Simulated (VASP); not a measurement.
# SnSe2: single point with PBE

SnSe2:

```
CELL_PARAMETERS angstrom
1.91229 1.10406 6.33509
-1.91229 1.10406 6.33509
0.00000 -2.20812 6.33509
ATOMIC_POSITIONS crystal
Sn 0.00000 0.00000 0.00000
Se 0.25056 0.25056 0.25056
Se 0.74944 0.74944 0.74944
```

| Property | Result |
| --- | --- |
| Program | VASP 6.6.1 |
| Task | single point |
| Functional | PBE |
| Potentials or basis | VASP PAW PBE potentials, release 64 (Sn_d, Se) |
| Cutoff | 520 eV |
| k mesh | 8 × 8 × 8 |
| Occupations | fermi-dirac, width 0.02 eV |
| Spin | non-collinear spin, zero start, spin-orbit coupling |
| Starting moments | [[0.0, 0.0, 0.0], [0.0, 0.0, 0.0], [0.0, 0.0, 0.0]] μB |

```json
{"Pressure": "3.0 GPa", "Largest force": "0.267 eV/Å", "Net moment": "0.00 μB per cell", "Valence electrons inside the program's atomic spheres": "Sn 12.18; Se 3.83"}
```

Forces in eV/Å, atoms in the order of the input:
```
Sn   0.000  0.000  0.000
Se   0.000  0.000 -0.267
Se   0.000  0.000  0.267
```

Stress tensor (GPa, compression positive):
```
2.91 0.00 0.00
0.00 2.91 0.00
0.00 0.00 3.15
```

Moments on the atoms (μB; x, y, z):
```
Sn  0.00 0.00 0.00
Se  0.00 0.00 0.00
Se  0.00 0.00 0.00
```

Run time: 17 min on 1 thread of Intel(R) Xeon(R) 6975P-C (Granite Rapids), with other jobs on the host, peak memory 0.97 GiB.
